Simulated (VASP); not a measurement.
A run of VASP 6.6.1:

Contents of INCAR:

```
SYSTEM = SiC
PREC     = Accurate       ! precision mode
ENCUT    = 520            ! plane-wave cutoff, eV
EDIFF    = 1E-7           ! SCF threshold, eV
ISMEAR   = 0              ! smearing method
SIGMA    = 0.01           ! smearing width, eV
LREAL    = .False.        ! projectors in reciprocal space
LASPH    = .True.         ! aspherical terms in the spheres
NELM     = 100            ! most SCF steps
ALGO     = Normal         ! electronic algorithm
ISIF     = 2              ! what is computed and relaxed
LWAVE    = .False.        ! write WAVECAR
LCHARG   = .False.        ! write CHGCAR
GGA      = PS             ! functional
NBANDS   = 16             ! bands
```

File KPOINTS:

```
regular mesh
0
Gamma
  8 8 6
  0 0 0
```

Contents of POSCAR:

```
SiC
1.0
    3.0584077666      0.0000000000      0.0000000000
   -1.5292038833      2.6486588210      0.0000000000
    0.0000000000      0.0000000000      5.0179704474
Si C
2 2
Direct
    0.3333333333      0.6666666667      0.0045948112
    0.6666666667      0.3333333333      0.5045948112
    0.3333333333      0.6666666667      0.3804051888
    0.6666666667      0.3333333333      0.8804051888
```

Potentials or basis: VASP PAW PBE potentials, release 64 (Si, C).

The run is started by

```sh
$ cat potpaw_PBE.64/Si/POTCAR potpaw_PBE.64/C/POTCAR > POTCAR
$ mpirun -np 1 vasp_std > vasp.out
```

Hardware: 1 thread of Intel Xeon 8259CL (shared host).

**Question.** How long does it take, and how much memory?

**Answer.** It took 42 s on 1 thread of Intel Xeon 8259CL, on a shared host, peak memory 0.16 GiB. Counts: scf iterations 13, k points 40.
